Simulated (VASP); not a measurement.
# InP (v.bB) (F-43m) in VASP: notebook

InP (v.bB) is run at these levels: PBE; tasks: single point, relaxation of cell and atoms.

Everything below comes from runs of VASP 6.6.1. Logs are shortened: lines on timing, memory, paths and dates and some standing lists are left out, and cuts for length are marked.

## Step 1: The cell of the first run

Symmetry: F-43m, No. 216, cubic system. The conventional cell has a = 5.960 Å, b = 5.960 Å, c = 5.960 Å, α = 90.00°, β = 90.00°, γ = 90.00°. Within 3.4 Å of In (site symmetry -43m) lie 4 P at 2.58 Å. P (site symmetry -43m) has 4 In at 2.58 Å within 3.4 Å.

## Step 2: Single point, PBE

Contents of INCAR:

```
SYSTEM = InP
ALGO = Normal
EDIFF = 1E-6
ENCUT = 500
GGA = PE
GGA_COMPAT = .False.
ISIF = 2
ISMEAR = 0
LASPH = .True.
LCHARG = .True.
LELF = .True.
LREAL = .False.
LVHAR = .True.
LWAVE = .False.
NBANDS = 16
NELM = 120
PREC = Accurate
SIGMA = 0.02
```

Contents of KPOINTS:

```
k-points
0
Gamma
  10 10 10
  0 0 0
```

Contents of POSCAR:

```
InP
1.0
    0.0000000000      2.9798370697      2.9798370697
    2.9798370697      0.0000000000      2.9798370697
    2.9798370697      2.9798370697      0.0000000000
In P
1 1
Direct
    0.0000000000      0.0000000000      0.0000000000
    0.2500000000      0.2500000000      0.2500000000
```

Potentials or basis: VASP PAW PBE potentials, release 64 (In_d, P).

Started as:

```console
$ cat potpaw_PBE.64/In_d/POTCAR potpaw_PBE.64/P/POTCAR > POTCAR
$ mpirun -np 1 vasp_std > vasp.out
```

OUTCAR:

```text
SYSTEM = InP
   EDIFF = 1E-6
   ENCUT = 500
   GGA = PE
   ISIF = 2
   ISMEAR = 0
   LASPH = .True.
   LREAL = .False.
   NELM = 120
   PREC = Accurate

 ion  position               nearest neighbor table
   1  0.000  0.000  0.000-   2 2.58   2 2.58   2 2.58   2 2.58
   2  0.250  0.250  0.250-   1 2.58   1 2.58   1 2.58   1 2.58

  LATTYP: Found a face centered cubic cell.
 ALAT       =     5.9596741394

  Lattice vectors:

 A1 = (   0.0000000000,   2.9798370697,   2.9798370697)
 A2 = (   2.9798370697,   0.0000000000,   2.9798370697)
 A3 = (   2.9798370697,   2.9798370697,   0.0000000000)

Analysis of symmetry for initial positions (statically):
=====================================================================
 Subroutine PRICEL returns:
 Original cell was already a primitive cell.

 Routine SETGRP: Setting up the symmetry group for a
 face centered cubic supercell.

 Subroutine GETGRP returns: Found 24 space group operations
 (whereof 24 operations were pure point group operations)
 out of a pool of 48 trial point group operations.

The static configuration has the point symmetry T_d .

Analysis of symmetry for dynamics (positions and initial velocities):
=====================================================================
 Subroutine PRICEL returns:
 Original cell was already a primitive cell.

 Routine SETGRP: Setting up the symmetry group for a
 face centered cubic supercell.

 Subroutine GETGRP returns: Found 24 space group operations
 (whereof 24 operations were pure point group operations)
 out of a pool of 48 trial point group operations.

The dynamic configuration has the point symmetry T_d .

 Subroutine INISYM returns: Found 24 space group operations
 (whereof 24 operations are pure point group operations),
 and found     1 'primitive' translations

----------------------------------------------------------------------------------------

                                     Primitive cell

  volume of cell :      52.9185

  direct lattice vectors                    reciprocal lattice vectors
     0.000000000  2.979837070  2.979837070    -0.167794409  0.167794409  0.167794409
     2.979837070  0.000000000  2.979837070     0.167794409 -0.167794409  0.167794409
     2.979837070  2.979837070  0.000000000     0.167794409  0.167794409 -0.167794409

  length of vectors
     4.214125998  4.214125998  4.214125998     0.290628442  0.290628442  0.290628442

  position of ions in fractional coordinates (direct lattice)
     0.000000000  0.000000000  0.000000000
     0.250000000  0.250000000  0.250000000

  ion indices of the primitive-cell ions
   primitive index   ion index
                 1           1
                 2           2

----------------------------------------------------------------------------------------

 KPOINTS: k-points

Automatic generation of k-mesh.
 Grid dimensions read from file:
 generate k-points for:   10   10   10

 Generating k-lattice:

  Cartesian coordinates                     Fractional coordinates (reciprocal lattice)
    -0.016779441  0.016779441  0.016779441     0.100000000  0.000000000  0.000000000
     0.016779441 -0.016779441  0.016779441     0.000000000  0.100000000  0.000000000
     0.016779441  0.016779441 -0.016779441     0.000000000  0.000000000  0.100000000

  Length of vectors
     0.029062844  0.029062844  0.029062844

  Shift w.r.t. Gamma in fractional coordinates (k-lattice)
     0.000000000  0.000000000  0.000000000

 Subroutine IBZKPT returns following result:
 ===========================================

 Found     47 irreducible k-points:

 Following reciprocal coordinates:
            Coordinates               Weight
  0.000000  0.000000  0.000000      1.000000
  0.100000  0.000000  0.000000      8.000000
  0.200000  0.000000  0.000000      8.000000
  0.300000  0.000000  0.000000      8.000000
  0.400000  0.000000  0.000000      8.000000
  0.500000  0.000000  0.000000      4.000000
[... 16 lines left out ...]
  0.300000  0.300000  0.000000      6.000000
  0.400000  0.300000  0.000000     24.000000
 [... further k-points ...]
   k-points           NKPTS =     47   k-points in BZ     NKDIM =     47   number of bands    NBANDS=     16
   number of dos      NEDOS =    301   number of ions     NIONS =      2
   total plane-waves  NPLWV =  32768
   dimension x,y,z NGX =    32 NGY =   32 NGZ =   32
   dimension x,y,z NGXF=    64 NGYF=   64 NGZF=   64
   ions per type =               1   1
   NGX,Y,Z   is equivalent  to a cutoff of  12.62, 12.62, 12.62 a.u.
   NGXF,Y,Z  is equivalent  to a cutoff of  25.25, 25.25, 25.25 a.u.
 SYSTEM =  InP
   PREC   = accura    normal or accurate (medium, high low for compatibility)
   ISTART =      0    job   : 0-new  1-cont  2-samecut
   ICHARG =      2    charge: 1-file 2-atom 10-const
   ISPIN  =      1    spin polarized calculation?
   LNONCOLLINEAR =      F non collinear calculations
   LSORBIT =      F    spin-orbit coupling
   LASPH  =      T    aspherical Exc in radial PAW
   ENCUT  =  500.0 eV  36.75 Ry    6.06 a.u.   7.68  7.68  7.68*2*pi/ulx,y,z
   NELM   =    120;   NELMIN=  2; NELMDL= -5     # of ELM steps
   EDIFF  = 0.1E-05   stopping-criterion for ELM
   LREAL  =      F    real-space projection
   EDIFFG = 0.1E-04   stopping-criterion for IOM
   NSW    =      0    number of steps for IOM
   IBRION =     -1    ionic relax: 0-MD 1-quasi-New 2-CG
   NFREE  =      0    steps in history (QN), initial steepest desc. (CG)
   ISIF   =      2    stress and relaxation
   ISYM   =      2    0-nonsym 1-usesym 2-fastsym
   POTIM  = 0.5000    time-step for ionic-motion
   TEBEG  =    0.0;   TEEND  =   0.0 temperature during run
   PSTRESS=    0.0 pullay stress
   NELECT =      18.0000    total number of electrons
   NUPDOWN=      -1.0000    fix difference up-down
   EMIN   =  10.00;   EMAX   =-10.00  energy-range for DOS
   EFERMI =   0.00;   METHOD = LEGACY
   ISMEAR =     0;   SIGMA  =   0.02  broadening in eV -4-tet -1-fermi 0-gaus
   EFERMI_NEDOS =   21; number of points for ismear=-14 and -15
   IALGO  =     38    algorithm
   IMIX   =      4    mixing-type and parameters
     AMIX     =   0.40;   BMIX     =  1.00
     AMIX_MAG =   1.60;   BMIX_MAG =  1.00
  volume/ion in A,a.u.               =      26.46       178.56
  Fermi-wavevector in a.u.,A,eV,Ry     =   1.142781  2.159544 17.768518  1.305949
  Thomas-Fermi vector in A             =   2.279478
   LORBIT       =      0    0 simple, 1 ext, 2 COOP (PROOUT), +10 PAW based schemes
   GGA     = PE    functional components
   LHFCALC =     F    Hartree Fock is set to
   AEXX    =    0.0000 exact exchange contribution
   IVDW    =     0    specifies the selected vdW correction
   LEPSILON=     F    determine dielectric tensor
   LRPA    =     F    only Hartree local field effects (RPA)
 non-spin polarized calculation
 Gauss-broadening in eV      SIGMA  =   0.02
  energy-cutoff  :      500.00
  volume of cell :       52.92
 maximum number of plane-waves:      1363
   NGX = 15   NGY = 15   NGZ = 15

 number of electron      18.0000005 magnetization

 Free energy of the ion-electron system (eV)
  ---------------------------------------------------
  ext. energy  EPLUGINS =         0.00000000
  ---------------------------------------------------
  free energy    TOTEN  =        -8.40804730 eV

  energy without entropy =       -8.40804730  energy(sigma->0) =       -8.40804730

 E-fermi :   4.8036     XC(G=0):  -9.0632

 val. band max:        4.6550019905   @ k =   0.0000   0.0000   0.0000
 cond. band min:       5.0938283186   @ k =   0.0000   0.0000   0.0000
 fundamental gap:      0.4388263281
 Fermi energy:         4.8036017804

 k-point     1 :       0.0000    0.0000    0.0000
  band No.  band energies     occupation
      1      -9.4392      2.00000
      2      -9.4392      2.00000
      3      -9.4392      2.00000
      4      -9.3107      2.00000
      5      -9.3107      2.00000
      6      -6.5310      2.00000
[... 8 lines left out ...]
     15      14.0241      0.00000
     16      14.0241      0.00000

 k-point     2 :       0.1000    0.0000    0.0000
  band No.  band energies     occupation
      1      -9.4491      2.00000
      2      -9.4351      2.00000
      3      -9.4351      2.00000
      4      -9.3106      2.00000
      5      -9.3106      2.00000
      6      -6.4252      2.00000
[... 8 lines left out ...]
     15      13.5609      0.00000
     16      13.5609      0.00000

 k-point     3 :       0.2000    0.0000    0.0000
  band No.  band energies     occupation
      1      -9.4743      2.00000
      2      -9.4251      2.00000
      3      -9.4251      2.00000
      4      -9.3097      2.00000
      5      -9.3097      2.00000
      6      -6.1212      2.00000
[... 8 lines left out ...]
     15      13.1588      0.00000
     16      13.9041      0.00000

 k-point     4 :       0.3000    0.0000    0.0000
  band No.  band energies     occupation
      1      -9.5042      2.00000
      2      -9.4147      2.00000
      3      -9.4147      2.00000
      4      -9.3064      2.00000
      5      -9.3064      2.00000
      6      -5.6691      2.00000
[... 8 lines left out ...]
     15      13.4277      0.00000
     16      13.5032      0.00000
[... 324 lines left out ...]
 k-point    22 :      -0.2000    0.2000    0.0000
  band No.  band energies     occupation
      1      -9.5133      2.00000
      2      -9.4080      2.00000
      3      -9.4063      2.00000
      4      -9.3144      2.00000
      5      -9.3034      2.00000
      6      -5.5150      2.00000
[... 8 lines left out ...]
     15      14.7268      0.00000
     16      15.7350      0.00000

 k-point    23 :       0.3000    0.3000    0.0000
  band No.  band energies     occupation
      1      -9.5469      2.00000
      2      -9.3826      2.00000
      3      -9.3826      2.00000
      4      -9.3361      2.00000
      5      -9.2914      2.00000
      6      -5.3780      2.00000
[... 8 lines left out ...]
     15      14.7820      0.00000
     16      17.2413      0.00000

 k-point    24 :       0.4000    0.3000    0.0000
  band No.  band energies     occupation
      1      -9.5635      2.00000
      2      -9.3749      2.00000
      3      -9.3722      2.00000
      4      -9.3390      2.00000
      5      -9.2883      2.00000
      6      -4.9979      2.00000
[... 8 lines left out ...]
     15      15.1849      0.00000
     16      17.0910      0.00000

 [... further k-points ...]
[... 5 lines left out ...]
  --------------------------------------------------------------------------------------
  -------------------------------------------------------------------------------------
  Total       -0.0178330     -0.0178330     -0.0178330      0.0000000      0.0000000     -0.0000000
  in kB       -0.5399172     -0.5399172     -0.5399172      0.0000000      0.0000000     -0.0000000
  external PRESSURE =      -0.5399172 kB  Pullay stress =       0.0000000 kB

 VOLUME and BASIS-vectors are now :
 -----------------------------------------------------------------------------
  energy-cutoff  :      500.00
  volume of cell :       52.92
      direct lattice vectors                 reciprocal lattice vectors
     0.000000000  2.979837070  2.979837070    -0.167794409  0.167794409  0.167794409
     2.979837070  0.000000000  2.979837070     0.167794409 -0.167794409  0.167794409
     2.979837070  2.979837070  0.000000000     0.167794409  0.167794409 -0.167794409

 POSITION                                       TOTAL-FORCE (eV/Angst)
 -----------------------------------------------------------------------------------
      0.00000      0.00000      0.00000         0.000000     -0.000000     -0.000000
      1.48992      1.48992      1.48992        -0.000000      0.000000      0.000000
 -----------------------------------------------------------------------------------
    total drift:                               -0.000000     -0.000000     -0.000000

  FREE ENERGIE OF THE ION-ELECTRON SYSTEM (eV)
  ---------------------------------------------------
  free  energy   TOTEN  =        -8.4080473048 eV

  energy  without entropy=       -8.4080473048  energy(sigma->0) =       -8.40804730
```

It took 48 s on 1 thread of Intel Xeon 8259CL, shared host; peak memory 0.19 GiB.

Results:

| Item | Value |
| --- | --- |
| Free energy | -8.4080 eV |
| Pressure | -0.1 GPa |
| Band gap on the k mesh | 0.44 eV, direct |

Levels at points of the mesh, in eV from the valence-band top:
| k point | band 7 | band 8 | band 9 | band 10 | band 11 | band 12 |
| --- | --- | --- | --- | --- | --- | --- |
| (0.00, 0.00, 0.00) | 0.00 | 0.00 | 0.00 | 0.44 | 4.09 | 4.09 |
| (0.50, 0.00, 0.00) | -5.47 | -0.90 | -0.90 | 1.38 | 4.80 | 4.80 |
| (0.50, 0.50, 0.00) | -5.54 | -2.16 | -2.16 | 1.85 | 2.26 | 8.91 |

Caveat: spin-orbit coupling is left out, which moves the levels of the heavy elements.

## Step 3: Relaxation of cell and atoms, PBE

Contents of INCAR:

```
ALGO     = Normal         # electronic algorithm
EDIFF    = 1E-7           # SCF threshold, eV
EDIFFG   = -0.002         # ionic threshold
ENCUT    = 500            # plane-wave cutoff, eV
GGA      = PE             # functional
GGA_COMPAT= False        
IBRION   = 2              # ionic algorithm
ISIF     = 3              # what is computed and relaxed
ISMEAR   = 0              # smearing method
LASPH    = True           # aspherical terms in the spheres
LCHARG   = False          # write CHGCAR
LREAL    = False          # projectors in reciprocal space
LWAVE    = False          # write WAVECAR
NELM     = 120            # most SCF steps
NELMIN   = 4            
NSW      = 100            # ionic steps
PREC     = Accurate       # precision mode
SIGMA    = 0.02           # smearing width, eV
```

Contents of KPOINTS:

```
k-points
0
Gamma
  10 10 10
```

POSCAR is that of step 2.

Potentials or basis: VASP PAW PBE potentials, release 64 (In_d, P).

Started as:

```console
$ cat potpaw_PBE.64/In_d/POTCAR potpaw_PBE.64/P/POTCAR > POTCAR
$ mpirun -np 1 vasp_std > vasp.out
```

Wall time 94 s (1 thread of Intel Xeon 8259CL, shared host); peak memory 0.2 GiB.

The run converged. Its results:

| Item | Value |
| --- | --- |
| Free energy | -8.4081 eV |
| Relaxed volume | 26.44 Å³/atom |
| Relaxed cell | a = 4.213 Å, b = 4.213 Å, c = 4.213 Å, α = 60.00°, β = 60.00°, γ = 60.00° |
| Space group after relaxing (to 0.05 Å) | F-43m (No. 216) |
| Energy gained by relaxing | 0.0 meV/atom |
| Ionic steps | 3 |
| Pressure after relaxing | 0.0 GPa |
| Band gap on the k mesh | 0.44 eV, direct |

Final structure:
```
In P
1.0
     0.00000    2.97896    2.97896
     2.97896    0.00000    2.97896
     2.97896    2.97896    0.00000
In P
1 1
Direct
  0.00000 0.00000 0.00000
  0.25000 0.25000 0.25000
```

Levels at points of the mesh, in eV from the valence-band top:
| k point | band 5 | band 6 | band 7 | band 8 | band 9 | band 10 | band 11 | band 12 | band 13 |
| --- | --- | --- | --- | --- | --- | --- | --- | --- | --- |
| (0.00, 0.00, 0.00) | -13.97 | -11.19 | 0.00 | 0.00 | 0.00 | 0.44 | 4.09 | 4.09 | 4.09 |
| (0.50, 0.00, 0.00) | -13.96 | -9.62 | -5.48 | -0.90 | -0.90 | 1.38 | 4.80 | 4.80 | 6.99 |
| (0.50, 0.50, 0.00) | -13.94 | -9.03 | -5.54 | -2.16 | -2.16 | 1.85 | 2.26 | 8.91 | 9.27 |

Caveat: spin-orbit coupling is left out, which moves the levels of the heavy elements. As with any semilocal functional, this PBE gap is likely too small.
